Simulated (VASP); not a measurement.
# Ge (P6/mmm) in VASP: further runs

Runs on Ge. Level: PBEsol. Tasks: single point, relaxation of cell and atoms.

Everything below comes from runs of VASP 6.6.1. Logs are shortened: lines on timing, memory, paths and dates and some standing lists are left out, and cuts for length are marked.

### 1 The cell of the first run

Symmetry: P6/mmm, No. 191, hexagonal system. The conventional cell has a = 4.829 Å, b = 4.829 Å, c = 2.733 Å, α = 90.00°, β = 90.00°, γ = 120.00°. Ge (site symmetry 6/mmm) has 14 Ge at 2.73 to 3.10 Å within 3.6 Å. Within 3.6 Å of Ge (site symmetry -6m2) lie 11 Ge at 2.73 to 3.10 Å.

This isn't the form of Ge at room conditions, which is diamond.

### 2 Single point, PBEsol

INCAR

```
SYSTEM = Ge
PREC = Accurate ; ENCUT = 520
EDIFF = 1E-6 ; ISMEAR = -1
SIGMA = 0.1 ; LREAL = .False.
LASPH = .True. ; NELM = 100
ALGO = Normal ; ISIF = 2
LWAVE = .False. ; LCHARG = .True.
GGA = PS ; LELF = .True.
LVHAR = .True. ; NBANDS = 28
```

KPOINTS

```
Automatic mesh
0
Gamma
  10 10 15
  0 0 0
```

POSCAR

```
Ge
1.0
    4.8288058681      0.0000000000      0.0000000000
   -2.4144029340      4.1818685517      0.0000000000
    0.0000000000      0.0000000000      2.7326929040
Ge
3
Direct
    1.0000000000      0.0000000000      0.0000000000
    0.3333333333      0.6666666667      0.5000000000
    0.6666666667      0.3333333333      0.5000000000
```

Potentials or basis: VASP PAW PBE potentials, release 64 (Ge_d).

The run is started by

```sh
cat potpaw_PBE.64/Ge_d/POTCAR > POTCAR
mpirun -np 1 vasp_std > vasp.out
```

OUTCAR:

```text
SYSTEM = Ge
   PREC = Accurate
   ENCUT = 520
   EDIFF = 1E-6
   ISMEAR = -1
   LREAL = .False.
   LASPH = .True.
   NELM = 100
   ISIF = 2
   GGA = PS

 ion  position               nearest neighbor table
   1  0.000  0.000  0.000-
   2  0.333  0.667  0.500-   3 2.79   3 2.79   3 2.79
   3  0.667  0.333  0.500-   2 2.79   2 2.79   2 2.79

  LATTYP: Found a hexagonal cell.
 ALAT       =     4.8288058681
 C/A-ratio  =     0.5659148408

  Lattice vectors:

 A1 = (   4.8288058681,   0.0000000000,   0.0000000000)
 A2 = (  -2.4144029340,   4.1818685517,   0.0000000000)
 A3 = (   0.0000000000,   0.0000000000,   2.7326929040)

Analysis of symmetry for initial positions (statically):
=====================================================================
 Subroutine PRICEL returns:
 Original cell was already a primitive cell.

 Routine SETGRP: Setting up the symmetry group for a
 hexagonal supercell.

 Subroutine GETGRP returns: Found 24 space group operations
 (whereof 24 operations were pure point group operations)
 out of a pool of 24 trial point group operations.

The static configuration has the point symmetry D_6h.

Analysis of symmetry for dynamics (positions and initial velocities):
=====================================================================
 Subroutine PRICEL returns:
 Original cell was already a primitive cell.

 Routine SETGRP: Setting up the symmetry group for a
 hexagonal supercell.

 Subroutine GETGRP returns: Found 24 space group operations
 (whereof 24 operations were pure point group operations)
 out of a pool of 24 trial point group operations.

The dynamic configuration has the point symmetry D_6h.

 Subroutine INISYM returns: Found 24 space group operations
 (whereof 24 operations are pure point group operations),
 and found     1 'primitive' translations

----------------------------------------------------------------------------------------

                                     Primitive cell

  volume of cell :      55.1824

  direct lattice vectors                    reciprocal lattice vectors
     4.828805868  0.000000000  0.000000000     0.207090537  0.119563777  0.000000000
    -2.414402934  4.181868552  0.000000000     0.000000000  0.239127554  0.000000000
     0.000000000  0.000000000  2.732692904     0.000000000  0.000000000  0.365939399

  length of vectors
     4.828805868  4.828805868  2.732692904     0.239127554  0.239127554  0.365939399

  position of ions in fractional coordinates (direct lattice)
     0.000000000  0.000000000  0.000000000
     0.333333333  0.666666667  0.500000000
     0.666666667  0.333333333  0.500000000

  ion indices of the primitive-cell ions
   primitive index   ion index
                 1           1
                 2           2
                 3           3

----------------------------------------------------------------------------------------

 KPOINTS: Automatic mesh

Automatic generation of k-mesh.
 Grid dimensions read from file:
 generate k-points for:   10   10   15

 Generating k-lattice:

  Cartesian coordinates                     Fractional coordinates (reciprocal lattice)
     0.020709054  0.011956378  0.000000000     0.100000000 -0.000000000  0.000000000
     0.000000000  0.023912755  0.000000000     0.000000000  0.100000000  0.000000000
     0.000000000  0.000000000  0.024395960     0.000000000  0.000000000  0.066666667

  Length of vectors
     0.023912755  0.023912755  0.024395960

  Shift w.r.t. Gamma in fractional coordinates (k-lattice)
     0.000000000  0.000000000  0.000000000

 Subroutine IBZKPT returns following result:
 ===========================================

 Found    112 irreducible k-points:

 Following reciprocal coordinates:
            Coordinates               Weight
  0.000000  0.000000  0.000000      1.000000
  0.100000  0.000000  0.000000      6.000000
  0.200000  0.000000  0.000000      6.000000
  0.300000  0.000000  0.000000      6.000000
  0.400000  0.000000  0.000000      6.000000
  0.500000  0.000000  0.000000      3.000000
[... 16 lines left out ...]
  0.300000  0.100000  0.066667     24.000000
  0.400000  0.100000  0.066667     24.000000
 [... further k-points ...]
   k-points           NKPTS =    112   k-points in BZ     NKDIM =    112   number of bands    NBANDS=     28
   number of dos      NEDOS =    301   number of ions     NIONS =      3
   total plane-waves  NPLWV =  25920
   dimension x,y,z NGX =    36 NGY =   36 NGZ =   20
   dimension x,y,z NGXF=    72 NGYF=   72 NGZF=   40
   ions per type =               3
   NGX,Y,Z   is equivalent  to a cutoff of  12.39, 12.39, 12.17 a.u.
   NGXF,Y,Z  is equivalent  to a cutoff of  24.79, 24.79, 24.33 a.u.
 SYSTEM =  Ge
   PREC   = accura    normal or accurate (medium, high low for compatibility)
   ISTART =      0    job   : 0-new  1-cont  2-samecut
   ICHARG =      2    charge: 1-file 2-atom 10-const
   ISPIN  =      1    spin polarized calculation?
   LNONCOLLINEAR =      F non collinear calculations
   LSORBIT =      F    spin-orbit coupling
   LASPH  =      T    aspherical Exc in radial PAW
   ENCUT  =  520.0 eV  38.22 Ry    6.18 a.u.   8.98  8.98  5.08*2*pi/ulx,y,z
   NELM   =    100;   NELMIN=  2; NELMDL= -5     # of ELM steps
   EDIFF  = 0.1E-05   stopping-criterion for ELM
   LREAL  =      F    real-space projection
   EDIFFG = 0.1E-04   stopping-criterion for IOM
   NSW    =      0    number of steps for IOM
   IBRION =     -1    ionic relax: 0-MD 1-quasi-New 2-CG
   NFREE  =      0    steps in history (QN), initial steepest desc. (CG)
   ISIF   =      2    stress and relaxation
   ISYM   =      2    0-nonsym 1-usesym 2-fastsym
   POTIM  = 0.5000    time-step for ionic-motion
   TEBEG  =    0.0;   TEEND  =   0.0 temperature during run
   PSTRESS=    0.0 pullay stress
   NELECT =      42.0000    total number of electrons
   NUPDOWN=      -1.0000    fix difference up-down
   EMIN   =  10.00;   EMAX   =-10.00  energy-range for DOS
   EFERMI =   0.00;   METHOD = LEGACY
   ISMEAR =    -1;   SIGMA  =   0.10  broadening in eV -4-tet -1-fermi 0-gaus
   EFERMI_NEDOS =   21; number of points for ismear=-14 and -15
   IALGO  =     38    algorithm
   IMIX   =      4    mixing-type and parameters
     AMIX     =   0.40;   BMIX     =  1.00
     AMIX_MAG =   1.60;   BMIX_MAG =  1.00
  volume/ion in A,a.u.               =      18.39       124.13
  Fermi-wavevector in a.u.,A,eV,Ry     =   1.494712  2.824597 30.397659  2.234165
  Thomas-Fermi vector in A             =   2.606950
   LORBIT       =      0    0 simple, 1 ext, 2 COOP (PROOUT), +10 PAW based schemes
   GGA     = PS    functional components
   LHFCALC =     F    Hartree Fock is set to
   AEXX    =    0.0000 exact exchange contribution
   IVDW    =     0    specifies the selected vdW correction
   LEPSILON=     F    determine dielectric tensor
   LRPA    =     F    only Hartree local field effects (RPA)
 non-spin polarized calculation
  energy-cutoff  :      520.00
  volume of cell :       55.18
 maximum number of plane-waves:      1504
 NGX is ok and might be reduce to    36
   NGX = 17   NGY = 17   NGZ = 11

 number of electron      42.0000027 magnetization

 Free energy of the ion-electron system (eV)
  ---------------------------------------------------
  ext. energy  EPLUGINS =         0.00000000
  ---------------------------------------------------
  free energy    TOTEN  =       -14.00403701 eV

  energy without entropy =      -13.95644761  energy(sigma->0) =      -13.98024231

 E-fermi :   6.9007     XC(G=0): -11.5562

 val. band max:        6.8670810511   @ k =   0.4000   0.2000   0.2000
 cond. band min:       6.9009002733   @ k =   0.2000   0.1000   0.4000
 fundamental gap:      0.0338192222
 Fermi energy:         6.9007415489

 k-point     1 :       0.0000    0.0000    0.0000
  band No.  band energies     occupation
      1     -17.9449      2.00000
      2     -17.8632      2.00000
      3     -17.8632      2.00000
      4     -17.8050      2.00000
      5     -17.8050      2.00000
      6     -17.7623      2.00000
[... 20 lines left out ...]
     27      17.5411      0.00000
     28      17.6772      0.00000

 k-point     2 :       0.1000    0.0000    0.0000
  band No.  band energies     occupation
      1     -17.9448      2.00000
      2     -17.8635      2.00000
      3     -17.8634      2.00000
      4     -17.8051      2.00000
      5     -17.8049      2.00000
      6     -17.7617      2.00000
[... 20 lines left out ...]
     27      17.3825      0.00000
     28      17.5265      0.00000

 k-point     3 :       0.2000    0.0000    0.0000
  band No.  band energies     occupation
      1     -17.9444      2.00000
      2     -17.8643      2.00000
      3     -17.8643      2.00000
      4     -17.8054      2.00000
      5     -17.8046      2.00000
      6     -17.7596      2.00000
[... 20 lines left out ...]
     27      16.8705      0.00000
     28      17.2304      0.00000

 k-point     4 :       0.3000    0.0000    0.0000
  band No.  band energies     occupation
      1     -17.9439      2.00000
      2     -17.8659      2.00000
      3     -17.8653      2.00000
      4     -17.8057      2.00000
      5     -17.8042      2.00000
      6     -17.7561      2.00000
[... 20 lines left out ...]
     27      16.9312      0.00000
     28      16.9655      0.00000

 k-point     5 :       0.4000    0.0000    0.0000
  band No.  band energies     occupation
      1     -17.9435      2.00000
      2     -17.8675      2.00000
      3     -17.8661      2.00000
      4     -17.8060      2.00000
      5     -17.8038      2.00000
      6     -17.7517      2.00000
[... 20 lines left out ...]
     27      16.6859      0.00000
     28      16.7864      0.00000

 k-point     6 :       0.5000    0.0000    0.0000
  band No.  band energies     occupation
      1     -17.9434      2.00000
      2     -17.8683      2.00000
      3     -17.8664      2.00000
      4     -17.8062      2.00000
      5     -17.8037      2.00000
      6     -17.7489      2.00000
[... 463 lines left out ...]
      5     -17.8086      2.00000
      6     -17.7521      2.00000
[... 20 lines left out ...]
     27      16.3015      0.00000
     28      17.9383      0.00000

 k-point    22 :       0.2000    0.1000    0.0667
  band No.  band energies     occupation
      1     -17.9356      2.00000
      2     -17.8650      2.00000
      3     -17.8647      2.00000
      4     -17.8091      2.00000
      5     -17.8084      2.00000
      6     -17.7492      2.00000
[... 20 lines left out ...]
     27      15.9116      0.00000
     28      18.1752      0.00000

 k-point    23 :       0.3000    0.1000    0.0667
  band No.  band energies     occupation
      1     -17.9352      2.00000
      2     -17.8664      2.00000
      3     -17.8657      2.00000
      4     -17.8093      2.00000
      5     -17.8079      2.00000
      6     -17.7452      2.00000
[... 20 lines left out ...]
     27      15.6397      0.00000
     28      17.9268      0.00000

 k-point    24 :       0.4000    0.1000    0.0667
  band No.  band energies     occupation
      1     -17.9349      2.00000
      2     -17.8675      2.00000
      3     -17.8662      2.00000
      4     -17.8095      2.00000
      5     -17.8075      2.00000
      6     -17.7409      2.00000
[... 20 lines left out ...]
     27      15.4745      0.00000
     28      16.1933      0.00000

 [... further k-points ...]

------------------------ aborting loop because EDIFF is reached ----------------------------------------

  FORCE on cell =-STRESS in cart. coord.  units (eV):
  Direction    XX          YY          ZZ          XY          YZ          ZX
  --------------------------------------------------------------------------------------
  -------------------------------------------------------------------------------------
  Total        0.0100802      0.0100802      0.1673862      0.0000000      0.0000000      0.0000000
  in kB        0.2926715      0.2926715      4.8599222      0.0000000      0.0000000      0.0000000
  external PRESSURE =       1.8150884 kB  Pullay stress =       0.0000000 kB

 VOLUME and BASIS-vectors are now :
 -----------------------------------------------------------------------------
  energy-cutoff  :      520.00
  volume of cell :       55.18
      direct lattice vectors                 reciprocal lattice vectors
     4.828805868  0.000000000  0.000000000     0.207090537  0.119563777  0.000000000
    -2.414402934  4.181868552  0.000000000     0.000000000  0.239127554  0.000000000
     0.000000000  0.000000000  2.732692904     0.000000000  0.000000000  0.365939399

 POSITION                                       TOTAL-FORCE (eV/Angst)
 -----------------------------------------------------------------------------------
      0.00000      0.00000      0.00000        -0.000000      0.000000     -0.000000
     -0.00000      2.78791      1.36635         0.000000     -0.000000      0.000000
      2.41440      1.39396      1.36635        -0.000000      0.000000     -0.000000
 -----------------------------------------------------------------------------------
    total drift:                                0.000000      0.000000     -0.000000

  FREE ENERGIE OF THE ION-ELECTRON SYSTEM (eV)
  ---------------------------------------------------
  free  energy   TOTEN  =       -14.0040370072 eV

  energy  without entropy=      -13.9564476075  energy(sigma->0) =      -13.98024231
```

Wall time 45 s (1 thread of Intel Xeon Platinum 8559C (Emerald Rapids), shared host); peak memory 0.25 GiB.

Results:

```yaml
Free_energy: -14.0040 eV
Pressure: 0.2 GPa
Band_gap_on_the_k_mesh: zero (bands 21 and 22 overlap by 5.27 eV)
```

Caveat: the PAW data sets were made with another functional, which shifts forces and pressure a little.

### 3 Relaxation of cell and atoms, PBEsol

This run uses another cell than the first one, of 19.24 Å³/atom.

INCAR

```
  ALGO = Normal
  EDIFF = 1E-6
  EDIFFG = -0.01
  ENCUT = 600
  GGA = PS
  IBRION = 2
  ISIF = 3
  ISMEAR = -1
  LASPH = True
  LCHARG = False
  LREAL = False
  LWAVE = False
  NELM = 60
  NSW = 80
  PREC = Accurate
  SIGMA = 0.1
```

KPOINTS

```
k-points
0
Gamma
  8 8 11
```

POSCAR

```
Ge
1.0
    4.7727297598      0.0000000000      0.0000000000
   -2.3863648799      4.1333052174      0.0000000000
    0.0000000000      0.0000000000      2.9256833427
Ge
3
Direct
    0.0000000000      0.0000000000      0.0000000000
    0.3333333333      0.6666666667      0.5000000000
    0.6666666667      0.3333333333      0.5000000000
```

Potentials or basis: VASP PAW PBE potentials, release 64 (Ge_d).

The run is started by

```sh
cat potpaw_PBE.64/Ge_d/POTCAR > POTCAR
mpirun -np 1 vasp_std > vasp.out
```

Wall time 3 min (1 thread of Intel Xeon Platinum 8559C (Emerald Rapids), shared host); peak memory 0.23 GiB.

The run converged. Its results:

```yaml
Free_energy: -14.0281 eV
Relaxed_volume: 18.43 Å³/atom
Relaxed_cell: a = 4.832 Å, b = 4.832 Å, c = 2.735 Å, α = 90.00°, β = 90.00°, γ = 120.00°
Space_group_after_relaxing_to_0.1_Å: P6/mmm (No. 191)
Energy_gained_by_relaxing: 26.5 meV/atom
Ionic_steps: 8
Pressure_after_relaxing: 0.0 GPa
Band_gap_on_the_k_mesh: zero (bands 21 and 22 overlap by 4.99 eV)
```

The path:
| step | energy change (eV) | largest force (eV/Å) | pressure (GPa) | volume (Å³) |
| --- | --- | --- | --- | --- |
| 1 | 0.0000 | 0.0000 | -2.51 | 57.72 |
| 2 | -0.0420 | 0.0000 | 0.15 | 55.23 |
| 3 | -0.0447 | 0.0000 | 2.45 | 53.61 |
| 4 | -0.0465 | 0.0000 | 1.74 | 54.19 |
| 5 | -0.0724 | 0.0000 | 1.73 | 54.03 |
| 6 | -0.0729 | 0.0000 | 1.69 | 54.00 |
| 7 | -0.0794 | 0.0000 | -0.18 | 55.46 |
| 8 | -0.0796 | 0.0000 | 0.00 | 55.29 |

Final structure:
```xyz
3
Lattice="4.8316 0.0000 0.0000 -2.4158 4.1843 0.0000 0.0000 0.0000 2.7351" Properties=species:S:1:pos:R:3 pbc="T T T"
Ge    0.0000    0.0000    0.0000
Ge    0.0000    2.7895    1.3675
Ge    2.4158    1.3948    1.3675
```

Levels at points of the mesh, in eV from the Fermi level:
```tsv
k point	band 17	band 18	band 19	band 20	band 21	band 22	band 23	band 24	band 25
(0.00, 0.00, 0.00)	-6.83	-6.58	-3.38	-3.38	-3.30	-3.30	5.59	8.76	9.44
(0.50, 0.00, 0.00)	-11.19	-7.94	-5.56	0.91	1.01	2.78	3.06	4.56	7.55
```

Caveat: the PAW data sets were made with another functional, which shifts forces and pressure a little.

The gap in the log of VASP goes by the Fermi energy; the results here count the filled bands.